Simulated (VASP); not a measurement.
# LiCl (Fm-3m) in VASP: notebook

LiCl is run at these levels: LDA; tasks: vibrations by perturbation theory, elastic constants.

Everything below comes from runs of VASP 6.6.1. Logs are shortened: lines on timing, memory, paths and dates and some standing lists are left out, and cuts for length are marked.

## 1. The cell of the first run

The structure is cubic, space group Fm-3m (No. 225). The conventional cell has a = 4.631 Å, b = 4.631 Å, c = 4.631 Å, α = 90.00°, β = 90.00°, γ = 90.00°. Within 3.1 Å of Li (site symmetry m-3m) lie 6 Cl at 2.32 Å. Cl (site symmetry m-3m) has 6 Li at 2.32 Å within 3.1 Å.

## 2. Vibrations by perturbation theory, LDA

Contents of INCAR:

```
PREC     = Accurate       # precision mode
ENCUT    = 520            # plane-wave cutoff, eV
EDIFF    = 1E-8           # SCF threshold, eV
ISMEAR   = 0              # smearing method
SIGMA    = 0.01           # smearing width, eV
LREAL    = F              # projectors in reciprocal space
LASPH    = T              # aspherical terms in the spheres
NELM     = 100            # most SCF steps
ALGO     = Normal         # electronic algorithm
ISIF     = 2              # what is computed and relaxed
LWAVE    = F              # write WAVECAR
LCHARG   = F              # write CHGCAR
IBRION   = 8              # ionic algorithm
NSW      = 1              # ionic steps
LEPSILON = T              # dielectric tensor by DFPT
```

Contents of KPOINTS:

```
Automatic mesh
0
Gamma
  8 8 8
```

Contents of POSCAR:

```
LiCl
1.0
    0.0000000000      2.3153000000      2.3153000000
    2.3153000000      0.0000000000      2.3153000000
    2.3153000000      2.3153000000      0.0000000000
Li Cl
1 1
Direct
    0.0000000000      0.0000000000      0.0000000000
    0.5000000000      0.5000000000      0.5000000000
```

Potentials or basis: VASP PAW LDA potentials, release 64 (Li_sv, Cl).

Started as:

```bash
$ cat potpaw_LDA.64/Li_sv/POTCAR potpaw_LDA.64/Cl/POTCAR > POTCAR
$ mpirun -np 1 vasp_std > vasp.out
```

OUTCAR:

```text
PREC = Accurate
   ENCUT = 520
   EDIFF = 1E-8
   ISMEAR = 0
   LREAL = F
   LASPH = T
   NELM = 100
   ISIF = 2
   IBRION = 8
   NSW = 1
   LEPSILON = T

 ion  position               nearest neighbor table
   1  0.000  0.000  0.000-   2 2.32   2 2.32   2 2.32   2 2.32   2 2.32   2 2.32
   2  0.500  0.500  0.500-   1 2.32   1 2.32   1 2.32   1 2.32   1 2.32   1 2.32

  LATTYP: Found a face centered cubic cell.
 ALAT       =     4.6306000000

  Lattice vectors:

 A1 = (   0.0000000000,   2.3153000000,   2.3153000000)
 A2 = (   2.3153000000,   0.0000000000,   2.3153000000)
 A3 = (   2.3153000000,   2.3153000000,   0.0000000000)

Analysis of symmetry for initial positions (statically):
=====================================================================
 Subroutine PRICEL returns:
 Original cell was already a primitive cell.

 Routine SETGRP: Setting up the symmetry group for a
 face centered cubic supercell.

 Subroutine GETGRP returns: Found 48 space group operations
 (whereof 48 operations were pure point group operations)
 out of a pool of 48 trial point group operations.

The static configuration has the point symmetry O_h .

Analysis of symmetry for dynamics (positions and initial velocities):
=====================================================================
 Subroutine PRICEL returns:
 Original cell was already a primitive cell.

 Routine SETGRP: Setting up the symmetry group for a
 face centered cubic supercell.

 Subroutine GETGRP returns: Found 48 space group operations
 (whereof 48 operations were pure point group operations)
 out of a pool of 48 trial point group operations.

The dynamic configuration has the point symmetry O_h .

 Subroutine INISYM returns: Found 48 space group operations
 (whereof 48 operations are pure point group operations),
 and found     1 'primitive' translations

----------------------------------------------------------------------------------------

                                     Primitive cell

  volume of cell :      24.8229

  direct lattice vectors                    reciprocal lattice vectors
     0.000000000  2.315300000  2.315300000    -0.215954736  0.215954736  0.215954736
     2.315300000  0.000000000  2.315300000     0.215954736 -0.215954736  0.215954736
     2.315300000  2.315300000  0.000000000     0.215954736  0.215954736 -0.215954736

  length of vectors
     3.274328661  3.274328661  3.274328661     0.374044575  0.374044575  0.374044575

  position of ions in fractional coordinates (direct lattice)
     0.000000000  0.000000000  0.000000000
     0.500000000  0.500000000  0.500000000

  ion indices of the primitive-cell ions
   primitive index   ion index
                 1           1
                 2           2

----------------------------------------------------------------------------------------

 KPOINTS: Automatic mesh

Automatic generation of k-mesh.
 Grid dimensions read from file:
 generate k-points for:    8    8    8

 Generating k-lattice:

[... 437 lines left out ...]
 ------------------------------------------------------

 Free energy of the ion-electron system (eV)
  ---------------------------------------------------
  ---------------------------------------------------
  free energy    TOTEN  =        -0.18758196 eV

  energy without entropy =       -0.18758196

------------------------ aborting loop because EDIFF is reached ----------------------------------------

--------------------------------------- Ionic step        2  -------------------------------------------

------------------------ aborting loop because EDIFF is reached ----------------------------------------

--------------------------------------- Ionic step        3  -------------------------------------------

------------------------ aborting loop because EDIFF is reached ----------------------------------------

 PIEZOELECTRIC TENSOR FIELD DIRECTION 3  (e Angst)
 -----------------------------------------------------------------------------
    -0.00033  0.00000  0.00000           ( -0.00000  0.00000  0.00000)
     0.00000 -0.00033  0.00000           (  0.00000 -0.00000  0.00000)
    -0.00000 -0.00000 -0.00032           (  0.00000  0.00000 -0.00000)

 PIEZOELECTRIC TENSOR FIELD DIRECTION 3  (C/m^2)
 -----------------------------------------------------------------------------
    -0.00021  0.00000  0.00000
     0.00000 -0.00021  0.00000
    -0.00000 -0.00000 -0.00020

--------------------------------------- Ionic step        4  -------------------------------------------

------------------------ aborting loop because EDIFF is reached ----------------------------------------

[... ionic steps 5 to 6 ...]

--------------------------------------- Ionic step        7  -------------------------------------------

 Free energy of the ion-electron system (eV)
  ---------------------------------------------------
  ---------------------------------------------------
  free energy    TOTEN  =        -0.17951344 eV

  energy without entropy =       -0.17951344

------------------------ aborting loop because EDIFF is reached ----------------------------------------

 INTERNAL STRAIN TENSOR  FOR ION    2  DIRECTION 1   (eV/Angst):
 -----------------------------------------------------------------------------
     0.00067  0.00000 -0.00000
     0.00000  0.01338  0.00000
     0.00000  0.00000  0.01338

 MACROSCOPIC STATIC DIELECTRIC TENSOR (including local field effects in DFT)
 ------------------------------------------------------
           3.542967     0.000000    -0.000000
          -0.000000     3.542967    -0.000000
           0.000000     0.000000     3.542967
 ------------------------------------------------------

 PIEZOELECTRIC TENSOR (including local field effects)  for field in x, y, z        (e  Angst)
          XX          YY          ZZ          XY          YZ          ZX
  --------------------------------------------------------------------------------
  x     0.00000     0.00000     0.00000     0.00000     0.00000     0.00000
  y     0.00000     0.00000     0.00000     0.00000     0.00000     0.00000
  z     0.00000     0.00000     0.00000     0.00000     0.00000     0.00000

 PIEZOELECTRIC TENSOR (including local field effects)  for field in x, y, z        (C/m^2)
          XX          YY          ZZ          XY          YZ          ZX
  --------------------------------------------------------------------------------
  x     0.00000     0.00000     0.00000     0.00000     0.00000     0.00000
  y     0.00000     0.00000     0.00000     0.00000     0.00000     0.00000
  z     0.00000     0.00000     0.00000     0.00000     0.00000     0.00000

 BORN EFFECTIVE CHARGES (including local field effects) (in |e|, cummulative output)
 ---------------------------------------------------------------------------------
 ion    1
    1     1.11449     0.00000    -0.00000
    2     0.00000     1.11449    -0.00000
    3    -0.00000     0.00000     1.11449
 ion    2
    1    -1.11449    -0.00000     0.00000
    2    -0.00000    -1.11449     0.00000
    3     0.00000     0.00000    -1.11449

 INTERNAL STRAIN TENSOR FOR ION    2 for displacements in x,y,z  (eV/Angst):
          X           Y           Z          XY          YZ          ZX
  --------------------------------------------------------------------------------
  x     0.00000     0.00000     0.00000     0.00000     0.00000     0.00000
  y     0.00000     0.00000     0.00000     0.00000     0.00000     0.00000
  z     0.00000     0.00000     0.00000     0.00000     0.00000     0.00000

 SECOND DERIVATIVES (NOT SYMMETRIZED)
 ------------------------------------
               1X          1Y          1Z          2X          2Y          2Z
  1X    -2.996041    0.000000    0.000000    2.996041    0.000000    0.000000
  1Y     0.000000   -2.996041    0.000000    0.000000    2.996041    0.000000
  1Z     0.000000    0.000000   -2.996041    0.000000    0.000000    2.996041
  2X     3.019149    0.000000    0.000000   -3.019149    0.000000    0.000000
  2Y     0.000000    3.019149    0.000000    0.000000   -3.019149    0.000000
  2Z     0.000000    0.000000    3.019149    0.000000    0.000000   -3.019149

 Eigenvectors and eigenvalues of the dynamical matrix
 ----------------------------------------------------

   1 f  =   11.192347 THz    70.323589 2PiTHz  373.336503 cm-1    46.287806 meV
             X         Y         Z           dx          dy          dz
      0.000000  0.000000  0.000000     0.000000    0.913155    0.000000
      2.315300  2.315300  2.315300    -0.000000   -0.407613    0.000000
[... 21 lines left out ...]
   6 f/i=    0.016004 THz     0.100556 2PiTHz    0.533835 cm-1     0.066187 meV
             X         Y         Z           dx          dy          dz
      0.000000  0.000000  0.000000    -0.373209    0.157260    0.046181
      2.315300  2.315300  2.315300    -0.836082    0.352302    0.103456

--------------------------------------------------------------------------------------------------------

 MACROSCOPIC STATIC DIELECTRIC TENSOR IONIC CONTRIBUTION
 ------------------------------------------------------
           3.010561     0.000000    -0.000000
           0.000000     3.010561     0.000000
          -0.000000     0.000000     3.010561
 ------------------------------------------------------

 ELASTIC MODULI CONTR FROM IONIC RELAXATION (kBar)
 Direction    XX          YY          ZZ          XY          YZ          ZX
 --------------------------------------------------------------------------------
 XX           0.0000      0.0000      0.0000      0.0000      0.0000      0.0000
 YY           0.0000      0.0000      0.0000      0.0000      0.0000      0.0000
 ZZ           0.0000      0.0000      0.0000      0.0000      0.0000      0.0000
 XY           0.0000      0.0000      0.0000      0.0000      0.0000      0.0000
 YZ           0.0000      0.0000      0.0000      0.0000      0.0000      0.0000
 ZX           0.0000      0.0000      0.0000      0.0000      0.0000      0.0000
 --------------------------------------------------------------------------------

 PIEZOELECTRIC TENSOR IONIC CONTR  for field in x, y, z        (C/m^2)
          XX          YY          ZZ          XY          YZ          ZX
  --------------------------------------------------------------------------------
  x     0.00000     0.00000     0.00000     0.00000     0.00000     0.00000
  y     0.00000     0.00000     0.00000     0.00000     0.00000     0.00000
  z     0.00000     0.00000     0.00000     0.00000     0.00000     0.00000
```

Run time: 52 s. Hardware: 1 thread of Intel Xeon 6975P-C (Granite Rapids), shared host; peak memory 0.16 GiB.

Results:

```
Electronic dielectric tensor (diagonal)                 : 3.54
Born charges (mean of the diagonal)                     : Li +1.11; Cl -1.11 e
Highest phonon frequency at Γ, LO-TO splitting left out : 373 cm⁻¹
```

Phonon frequencies in cm⁻¹ (negative: imaginary):
| q point | frequencies |
| --- | --- |
| (0.000, 0.000, 0.000) | -1 -1 -1 373 373 373 |

Electronic dielectric tensor:
```
3.54 0.00 0.00
0.00 3.54 0.00
0.00 0.00 3.54
```

Born effective charge tensors (e):
atom 1, Li
```
1.11 0.00 0.00
0.00 1.11 0.00
0.00 0.00 1.11
```
atom 2, Cl
```
-1.11  0.00  0.00
 0.00 -1.11  0.00
 0.00  0.00 -1.11
```

Caveat: the cell wasn't relaxed at this level first, which shifts response properties; the cutoff is under 1.25 times the usual one of these potentials, so pressure, stress and relaxed cells hold a basis-set (Pulay) error.

## 3. Vibrations by perturbation theory, LDA

This run uses another cell than the first one, of 15.65 Å³/atom, 1.261 times its volume.

Contents of INCAR:

```
  ALGO = Normal
  EDIFF = 1E-8
  ENCUT = 520
  IBRION = 8
  ISIF = 2
  ISMEAR = 0
  LASPH = T
  LCHARG = T
  LEPSILON = T
  LREAL = F
  LWAVE = F
  NBANDS = 12
  NELM = 60
  NSW = 1
  PREC = Accurate
  SIGMA = 0.01
```

Contents of KPOINTS:

```
k-points
0
Gamma
  8 8 8
```

Contents of POSCAR:

```
LiCl
1.0
    0.0000000000      2.5014000000      2.5014000000
    2.5014000000      0.0000000000      2.5014000000
    2.5014000000      2.5014000000      0.0000000000
Li Cl
1 1
Direct
    0.0000000000      0.0000000000      0.0000000000
    0.5000000000      0.5000000000      0.5000000000
```

Potentials or basis: VASP PAW LDA potentials, release 64 (Li_sv, Cl).

Started as:

```bash
$ cat potpaw_LDA.64/Li_sv/POTCAR potpaw_LDA.64/Cl/POTCAR > POTCAR
$ mpirun -np 1 vasp_std > vasp.out
```

OUTCAR:

```text
EDIFF = 1E-8
   ENCUT = 520
   IBRION = 8
   ISIF = 2
   ISMEAR = 0
   LASPH = T
   LEPSILON = T
   LREAL = F
   NELM = 60
   NSW = 1
   PREC = Accurate

 ion  position               nearest neighbor table
   1  0.000  0.000  0.000-   2 2.50   2 2.50   2 2.50   2 2.50   2 2.50   2 2.50
   2  0.500  0.500  0.500-   1 2.50   1 2.50   1 2.50   1 2.50   1 2.50   1 2.50

  LATTYP: Found a face centered cubic cell.
 ALAT       =     5.0028000000

  Lattice vectors:
[... 689 lines left out ...]
      2.501400  2.501400  2.501400     0.000000    0.000000    0.410063
[... 21 lines left out ...]
   6 f/i=    0.025993 THz     0.163320 2PiTHz    0.867041 cm-1     0.107499 meV
             X         Y         Z           dx          dy          dz
      0.000000  0.000000  0.000000    -0.353432   -0.046934    0.202572
      2.501400  2.501400  2.501400    -0.786098   -0.104390    0.450557

--------------------------------------------------------------------------------------------------------

 MACROSCOPIC STATIC DIELECTRIC TENSOR IONIC CONTRIBUTION
 ------------------------------------------------------
           8.220885    -0.000000     0.000000
          -0.000000     8.220885     0.000000
           0.000000     0.000000     8.220885
 ------------------------------------------------------

 ELASTIC MODULI CONTR FROM IONIC RELAXATION (kBar)
 Direction    XX          YY          ZZ          XY          YZ          ZX
 --------------------------------------------------------------------------------
 XX           0.0000      0.0000      0.0000      0.0000      0.0000      0.0000
 YY           0.0000      0.0000      0.0000      0.0000      0.0000      0.0000
 ZZ           0.0000      0.0000      0.0000      0.0000      0.0000      0.0000
 XY           0.0000      0.0000      0.0000      0.0000      0.0000      0.0000
 YZ           0.0000      0.0000      0.0000      0.0000      0.0000      0.0000
 ZX           0.0000      0.0000      0.0000      0.0000      0.0000      0.0000
 --------------------------------------------------------------------------------

 PIEZOELECTRIC TENSOR IONIC CONTR  for field in x, y, z        (C/m^2)
          XX          YY          ZZ          XY          YZ          ZX
  --------------------------------------------------------------------------------
  x     0.00000     0.00000     0.00000     0.00000     0.00000     0.00000
  y     0.00000     0.00000     0.00000     0.00000     0.00000     0.00000
  z     0.00000     0.00000     0.00000     0.00000     0.00000     0.00000
```

OSZICAR:

```text
N       E                     dE             d eps       ncg     rms          rms(c)
DAV:   1     0.384948126586E+02    0.38495E+02   -0.42635E+03   696   0.775E+02
DAV:   2    -0.600109048022E+01   -0.44496E+02   -0.42721E+02   892   0.146E+02
DAV:   3    -0.812042319496E+01   -0.21193E+01   -0.21131E+01   920   0.323E+01
[... 224 lines left out ...]
RMM:  12    -0.184006031974E+00    0.32171E-07    0.76733E-07  3442   0.892E-05    0.299E-06
RMM:  13    -0.184006038398E+00   -0.64242E-08    0.33949E-07  3208   0.762E-05    0.121E-06
RMM:  14    -0.184006033586E+00    0.48125E-08    0.28578E-07  2960   0.711E-05    0.165E-07
RMM:  15    -0.184006032260E+00    0.13259E-08    0.19105E-07  2411   0.689E-05    0.145E-07
RMM:  16    -0.184006032741E+00   -0.48112E-09    0.18584E-07  2168   0.681E-05    0.120E-07
RMM:  17    -0.184006032258E+00    0.48284E-09    0.17498E-07  2021   0.678E-05    0.214E-08
 Linear response finished
```

Run time: 2.5 min. Hardware: 1 thread of Intel Xeon 6975P-C (Granite Rapids), shared host; peak memory 0.18 GiB.

What came out:

```
Electronic dielectric tensor (diagonal)                 : 3.15
Born charges (mean of the diagonal)                     : Li +1.17; Cl -1.17 e
Highest phonon frequency at Γ, LO-TO splitting left out : 211 cm⁻¹
```

Phonon frequencies in cm⁻¹ (negative: imaginary):
| q point | frequencies |
| --- | --- |
| (0.000, 0.000, 0.000) | -1 -1 -1 211 211 211 |

Electronic dielectric tensor:
```
3.15 0.00 0.00
0.00 3.15 0.00
0.00 0.00 3.15
```

Born effective charge tensors (e):
atom 1, Li
```
1.17 0.00 0.00
0.00 1.17 0.00
0.00 0.00 1.17
```
atom 2, Cl
```
-1.17  0.00  0.00
 0.00 -1.17  0.00
 0.00  0.00 -1.17
```

Caveat: the cutoff is under 1.25 times the usual one of these potentials, so pressure, stress and relaxed cells hold a basis-set (Pulay) error.

[end of part 1 of 2]
